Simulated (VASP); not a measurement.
Here is a VASP 6.6.1 calculation.

The input INCAR:

```
SYSTEM = Y4Pb3
ALGO = Normal
EDIFF = 1E-6
ENCUT = 520
GGA = PE
ISIF = 2
ISMEAR = 0
LASPH = .TRUE.
LCHARG = .FALSE.
LREAL = .FALSE.
LWAVE = .FALSE.
NBANDS = 52
NELM = 100
PREC = Accurate
SIGMA = 0.1
```

The input KPOINTS:

```
k-points
0
G
  6 6 6
  0 0 0
```

Contents of POSCAR:

```
Y4Pb3
1.0
    6.2063167678      0.0000000000      0.0000000000
    0.0000000000      6.2063167678      0.0000000000
    0.0000000000      0.0000000000      6.2063167678
Y Pb
4 3
Direct
    0.5000000000      0.5000000000      0.5000000000
    0.5000000000      0.0000000000      0.0000000000
    0.0000000000      0.5000000000      0.0000000000
    0.0000000000      0.0000000000      0.5000000000
    0.5000000000      0.5000000000      0.0000000000
    0.0000000000      0.5000000000      0.5000000000
    0.5000000000      0.0000000000      0.5000000000
```

Potentials or basis: VASP PAW PBE potentials, release 64 (Y_sv, Pb_d).

Run with:

```console
$ cat potpaw_PBE.64/Y_sv/POTCAR potpaw_PBE.64/Pb_d/POTCAR > POTCAR
$ mpirun -np 1 vasp_std > vasp.out
```

What does it give for the pressure?

-0.1 GPa.

Predict the band gap on the k mesh.

zero (bands 43 and 44 overlap by 0.61 eV).

Caveat: spin-orbit coupling is left out, which moves the levels of the heavy elements.
